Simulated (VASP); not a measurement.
# Ni2Ge (P6_3/mmc) in VASP: further runs

Ni2Ge is run at these levels: r2SCAN; tasks: single point.

All numbers are computed with VASP 6.6.1; they aren't measurements. Logs are shortened: lines on timing, memory, paths and dates and some standing lists are left out, and cuts for length are marked.

## 1. The cell of the first run

Symmetry: P6_3/mmc, No. 194, hexagonal system. Conventional cell: a = 3.978 Å, b = 3.978 Å, c = 5.037 Å, α = 90.00°, β = 90.00°, γ = 120.00°. Within 3.0 Å of Ni (site symmetry -6m2) lie 5 Ge at 2.30 to 2.52 Å and 6 Ni at 2.62 Å. Ni (site symmetry -3m) has 8 Ni at 2.52 to 2.62 Å and 6 Ge at 2.62 Å within 3.3 Å. Ge (site symmetry -6m2) has 11 Ni at 2.30 to 2.62 Å within 3.0 Å.

## 2. Single point, r2SCAN

POSCAR

```
Ni2Ge
1.0
    3.9781405232      0.0000000000      0.0000000000
   -1.9890702616      3.4451707529      0.0000000000
    0.0000000000      0.0000000000      5.0373755705
Ni Ge
4 2
Direct
    0.6666666667      0.3333333333      0.2500000000
    0.3333333333      0.6666666667      0.7500000000
    0.0000000000      0.0000000000      0.0000000000
    0.0000000000      0.0000000000      0.5000000000
    0.6666666667      0.3333333333      0.7500000000
    0.3333333333      0.6666666667      0.2500000000
```

INCAR.step1

```
  PREC = Accurate
  ENCUT = 520
  ISMEAR = 0
  SIGMA = 0.1
  LREAL = F
  LASPH = T
  NELM = 60
  NBANDS = 43
  GGA = PE
  ALGO = Normal
  EDIFF = 1E-4
  LWAVE = T
  LCHARG = F
```

INCAR.step2

```
  PREC = Accurate
  ENCUT = 520
  EDIFF = 1E-6
  ISMEAR = 0
  SIGMA = 0.1
  LREAL = F
  LASPH = T
  NELM = 60
  ALGO = Normal
  ISIF = 2
  LWAVE = F
  LCHARG = T
  METAGGA = R2SCAN
  LMIXTAU = T
  LELF = T
  LVHAR = T
  NBANDS = 43
  ISTART = 1
```

KPOINTS

```
Automatic mesh
0
Gamma
  12 12 8
```

Potentials or basis: VASP PAW PBE potentials, release 64 (Ni, Ge_d).

Launch:

```console
$ cat potpaw_PBE.64/Ni/POTCAR potpaw_PBE.64/Ge_d/POTCAR > POTCAR
$ cp INCAR.step1 INCAR
$ mpirun -np 1 vasp_std > vasp.out
$ cp INCAR.step2 INCAR
$ mpirun -np 1 vasp_std > vasp.out
```

OUTCAR:

```text
PREC = Accurate
   ENCUT = 520
   EDIFF = 1E-6
   ISMEAR = 0
   LREAL = F
   LASPH = T
   NELM = 60
   ISIF = 2
   METAGGA = R2SCAN
   ISTART = 1

 ion  position               nearest neighbor table
   1  0.667  0.333  0.250-   6 2.30   6 2.30   6 2.30   5 2.52   5 2.52   3 2.62   4 2.62   3 2.62
                             4 2.62   3 2.62   4 2.62
   2  0.333  0.667  0.750-   5 2.30   5 2.30   5 2.30   6 2.52   6 2.52   3 2.62   4 2.62   4 2.62
                             3 2.62   4 2.62   3 2.62
   3  0.000  0.000  0.000-   4 2.52   4 2.52   1 2.62   5 2.62   6 2.62   2 2.62   2 2.62   6 2.62
                             1 2.62   5 2.62   1 2.62   5 2.62   2 2.62   6 2.62
   4  0.000  0.000  0.500-   3 2.52   3 2.52   1 2.62   5 2.62   6 2.62   2 2.62   2 2.62   6 2.62
                             1 2.62   5 2.62   1 2.62   5 2.62   2 2.62   6 2.62
   5  0.667  0.333  0.750-   2 2.30   2 2.30   2 2.30   1 2.52   1 2.52   3 2.62   4 2.62   3 2.62
                             4 2.62   3 2.62   4 2.62
   6  0.333  0.667  0.250-   1 2.30   1 2.30   1 2.30   2 2.52   2 2.52   3 2.62   4 2.62   4 2.62
                             3 2.62   4 2.62   3 2.62

  LATTYP: Found a hexagonal cell.
 ALAT       =     3.9781405232
 C/A-ratio  =     1.2662638590

  Lattice vectors:

 A1 = (   3.9781405232,   0.0000000000,   0.0000000000)
 A2 = (  -1.9890702616,   3.4451707529,   0.0000000000)
 A3 = (   0.0000000000,   0.0000000000,   5.0373755705)

Analysis of symmetry for initial positions (statically):
=====================================================================
 Subroutine PRICEL returns:
 Original cell was already a primitive cell.

 Routine SETGRP: Setting up the symmetry group for a
 hexagonal supercell.

 Subroutine GETGRP returns: Found 24 space group operations
 (whereof 12 operations were pure point group operations)
 out of a pool of 24 trial point group operations.

The static configuration has the point symmetry D_3d.
 The point group associated with its full space group is D_6h.

Analysis of symmetry for dynamics (positions and initial velocities):
=====================================================================
 Subroutine PRICEL returns:
 Original cell was already a primitive cell.

 Routine SETGRP: Setting up the symmetry group for a
 hexagonal supercell.

 Subroutine GETGRP returns: Found 24 space group operations
 (whereof 12 operations were pure point group operations)
 out of a pool of 24 trial point group operations.

The dynamic configuration has the point symmetry D_3d.
 The point group associated with its full space group is D_6h.

 Subroutine INISYM returns: Found 24 space group operations
 (whereof 12 operations are pure point group operations),
 and found     1 'primitive' translations

----------------------------------------------------------------------------------------

                                     Primitive cell

  volume of cell :      69.0391

  direct lattice vectors                    reciprocal lattice vectors
     3.978140523  0.000000000  0.000000000     0.251373725  0.145130688  0.000000000
    -1.989070262  3.445170753  0.000000000     0.000000000  0.290261375  0.000000000
     0.000000000  0.000000000  5.037375571     0.000000000  0.000000000  0.198516070

  length of vectors
     3.978140523  3.978140523  5.037375571     0.290261375  0.290261375  0.198516070

  position of ions in fractional coordinates (direct lattice)
     0.666666667  0.333333333  0.250000000
     0.333333333  0.666666667  0.750000000
     0.000000000  0.000000000  0.000000000
     0.000000000  0.000000000  0.500000000
     0.666666667  0.333333333  0.750000000
     0.333333333  0.666666667  0.250000000

  ion indices of the primitive-cell ions
   primitive index   ion index
                 1           1
                 2           2
                 3           3
                 4           4
                 5           5
                 6           6

----------------------------------------------------------------------------------------

 KPOINTS: Automatic mesh

Automatic generation of k-mesh.
 Grid dimensions read from file:
 generate k-points for:   12   12    8

 Generating k-lattice:

  Cartesian coordinates                     Fractional coordinates (reciprocal lattice)
     0.020947810  0.012094224  0.000000000     0.083333333 -0.000000000  0.000000000
     0.000000000  0.024188448  0.000000000     0.000000000  0.083333333  0.000000000
     0.000000000  0.000000000  0.024814509     0.000000000  0.000000000  0.125000000

  Length of vectors
     0.024188448  0.024188448  0.024814509

  Shift w.r.t. Gamma in fractional coordinates (k-lattice)
     0.000000000  0.000000000  0.000000000

 Subroutine IBZKPT returns following result:
 ===========================================

 Found     95 irreducible k-points:

 Following reciprocal coordinates:
            Coordinates               Weight
  0.000000  0.000000  0.000000      1.000000
  0.083333  0.000000  0.000000      6.000000
  0.166667  0.000000  0.000000      6.000000
  0.250000  0.000000  0.000000      6.000000
  0.333333  0.000000  0.000000      6.000000
  0.416667  0.000000  0.000000      6.000000
[... 16 lines left out ...]
  0.250000  0.000000  0.125000     12.000000
  0.333333  0.000000  0.125000     12.000000
 [... further k-points ...]
   k-points           NKPTS =     95   k-points in BZ     NKDIM =     95   number of bands    NBANDS=     43
   number of dos      NEDOS =    301   number of ions     NIONS =      6
   total plane-waves  NPLWV =  36000
   dimension x,y,z NGX =    30 NGY =   30 NGZ =   40
   dimension x,y,z NGXF=    60 NGYF=   60 NGZF=   80
   ions per type =               4   2
   NGX,Y,Z   is equivalent  to a cutoff of  12.54, 12.54, 13.20 a.u.
   NGXF,Y,Z  is equivalent  to a cutoff of  25.07, 25.07, 26.40 a.u.
 SYSTEM =  unknown system
   PREC   = accura    normal or accurate (medium, high low for compatibility)
   ISTART =      1    job   : 0-new  1-cont  2-samecut
   ICHARG =      0    charge: 1-file 2-atom 10-const
   ISPIN  =      1    spin polarized calculation?
   LNONCOLLINEAR =      F non collinear calculations
   LSORBIT =      F    spin-orbit coupling
   LASPH  =      T    aspherical Exc in radial PAW
   ENCUT  =  520.0 eV  38.22 Ry    6.18 a.u.   7.40  7.40  9.37*2*pi/ulx,y,z
   NELM   =     60;   NELMIN=  2; NELMDL=  0     # of ELM steps
   EDIFF  = 0.1E-05   stopping-criterion for ELM
   LREAL  =      F    real-space projection
   EDIFFG = 0.1E-04   stopping-criterion for IOM
   NSW    =      0    number of steps for IOM
   IBRION =     -1    ionic relax: 0-MD 1-quasi-New 2-CG
   NFREE  =      0    steps in history (QN), initial steepest desc. (CG)
   ISIF   =      2    stress and relaxation
   ISYM   =      2    0-nonsym 1-usesym 2-fastsym
   POTIM  = 0.5000    time-step for ionic-motion
   TEBEG  =    0.0;   TEEND  =   0.0 temperature during run
   PSTRESS=    0.0 pullay stress
   NELECT =      68.0000    total number of electrons
   NUPDOWN=      -1.0000    fix difference up-down
   EMIN   =  10.00;   EMAX   =-10.00  energy-range for DOS
   EFERMI =   0.00;   METHOD = LEGACY
   ISMEAR =     0;   SIGMA  =   0.10  broadening in eV -4-tet -1-fermi 0-gaus
   EFERMI_NEDOS =   21; number of points for ismear=-14 and -15
   IALGO  =     38    algorithm
   IMIX   =      4    mixing-type and parameters
     AMIX     =   0.40;   BMIX     =  1.00
     AMIX_MAG =   1.60;   BMIX_MAG =  1.00
  volume/ion in A,a.u.               =      11.51        77.65
  Fermi-wavevector in a.u.,A,eV,Ry     =   1.628844  3.078068 36.098048  2.653132
  Thomas-Fermi vector in A             =   2.721408
   LORBIT       =      0    0 simple, 1 ext, 2 COOP (PROOUT), +10 PAW based schemes
   METAGGA = R2SCAN    functional components
   LHFCALC =     F    Hartree Fock is set to
   AEXX    =    0.0000 exact exchange contribution
   IVDW    =     0    specifies the selected vdW correction
   LEPSILON=     F    determine dielectric tensor
   LRPA    =     F    only Hartree local field effects (RPA)
 non-spin polarized calculation
 Gauss-broadening in eV      SIGMA  =   0.10
  energy-cutoff  :      520.00
  volume of cell :       69.04
 maximum number of plane-waves:      1890
 NGX is ok and might be reduce to    30
   NGX = 15   NGY = 15   NGZ = 19

 number of electron      68.0000036 magnetization

 Free energy of the ion-electron system (eV)
  ---------------------------------------------------
  ext. energy  EPLUGINS =         0.00000000
  ---------------------------------------------------
  free energy    TOTEN  =       -77.02966407 eV

  energy without entropy =      -77.01131280  energy(sigma->0) =      -77.02048844

 E-fermi :  10.1762     XC(G=0): -14.5660

 val. band max:       10.1701746793   @ k =   0.1667   0.0000   0.0000
 cond. band min:      10.1774040643   @ k =   0.2500   0.0000   0.3750
 fundamental gap:      0.0072293850
 Fermi energy:        10.1762434597

 k-point     1 :       0.0000    0.0000    0.0000
  band No.  band energies     occupation
      1     -15.4267      2.00000
      2     -15.4169      2.00000
      3     -15.3951      2.00000
      4     -15.3951      2.00000
      5     -15.3604      2.00000
      6     -15.3603      2.00000
[... 35 lines left out ...]
     42      15.0444      0.00000
     43      19.3100      0.00000

 k-point     2 :       0.0833    0.0000    0.0000
  band No.  band energies     occupation
      1     -15.4263      2.00000
      2     -15.4167      2.00000
      3     -15.3954      2.00000
      4     -15.3947      2.00000
      5     -15.3611      2.00000
      6     -15.3601      2.00000
[... 35 lines left out ...]
     42      15.7716      0.00000
     43      18.6622      0.00000

 k-point     3 :       0.1667    0.0000    0.0000
  band No.  band energies     occupation
      1     -15.4252      2.00000
      2     -15.4161      2.00000
      3     -15.3964      2.00000
      4     -15.3939      2.00000
      5     -15.3629      2.00000
      6     -15.3615      2.00000
[... 35 lines left out ...]
     42      17.4463      0.00000
     43      17.7145      0.00000

 k-point     4 :       0.2500    0.0000    0.0000
  band No.  band energies     occupation
      1     -15.4236      2.00000
      2     -15.4155      2.00000
      3     -15.3976      2.00000
      4     -15.3930      2.00000
      5     -15.3652      2.00000
      6     -15.3636      2.00000
[... 863 lines left out ...]
     42      17.1694      0.00000
     43      17.6284      0.00000

 k-point    23 :       0.2500    0.0000    0.1250
  band No.  band energies     occupation
      1     -15.4229      2.00000
      2     -15.4154      2.00000
      3     -15.3965      2.00000
      4     -15.3921      2.00000
      5     -15.3673      2.00000
      6     -15.3630      2.00000
[... 35 lines left out ...]
     42      17.4491      0.00000
     43      18.6003      0.00000

 k-point    24 :       0.3333    0.0000    0.1250
  band No.  band energies     occupation
      1     -15.4213      2.00000
      2     -15.4150      2.00000
      3     -15.3975      2.00000
      4     -15.3914      2.00000
      5     -15.3685      2.00000
      6     -15.3650      2.00000
[... 35 lines left out ...]
     42      18.0464      0.00000
     43      19.2573      0.00000

 [... further k-points ...]
[... 5 lines left out ...]
  --------------------------------------------------------------------------------------
  -------------------------------------------------------------------------------------
  Total        0.1066494      0.1066494      0.0428636      0.0000000      0.0000000      0.0000000
  in kB        2.4749924      2.4749924      0.9947270      0.0000000      0.0000000      0.0000000
  external PRESSURE =       1.9815706 kB  Pullay stress =       0.0000000 kB

 VOLUME and BASIS-vectors are now :
 -----------------------------------------------------------------------------
  energy-cutoff  :      520.00
  volume of cell :       69.04
      direct lattice vectors                 reciprocal lattice vectors
     3.978140523  0.000000000  0.000000000     0.251373725  0.145130688  0.000000000
    -1.989070262  3.445170753  0.000000000     0.000000000  0.290261375  0.000000000
     0.000000000  0.000000000  5.037375571     0.000000000  0.000000000  0.198516070

 POSITION                                       TOTAL-FORCE (eV/Angst)
 -----------------------------------------------------------------------------------
      1.98907      1.14839      1.25934         0.000000     -0.000000      0.000000
     -0.00000      2.29678      3.77803        -0.000000      0.000000      0.000000
      0.00000      0.00000      0.00000         0.000000      0.000000      0.000000
      0.00000      0.00000      2.51869         0.000000      0.000000      0.000000
      1.98907      1.14839      3.77803        -0.000000      0.000000      0.000000
     -0.00000      2.29678      1.25934         0.000000      0.000000      0.000000
 -----------------------------------------------------------------------------------
    total drift:                               -0.000000      0.000000      0.000000

  FREE ENERGIE OF THE ION-ELECTRON SYSTEM (eV)
  ---------------------------------------------------
  free  energy   TOTEN  =       -77.0296640732 eV

  energy  without entropy=      -77.0113128008  energy(sigma->0) =      -77.02048844
```

Wall time 11 min (1 thread of Intel Xeon 6975P-C (Granite Rapids), shared host); peak memory 0.35 GiB.

Results:

```yaml
Free_energy: -77.0297 eV
Pressure: 0.2 GPa
Band_gap_on_the_k_mesh: zero (bands 34 and 35 overlap by 3.09 eV)
```

Caveat: the PAW data sets were made with another functional, which shifts forces and pressure a little.

(Continued in part 2 of 2.)
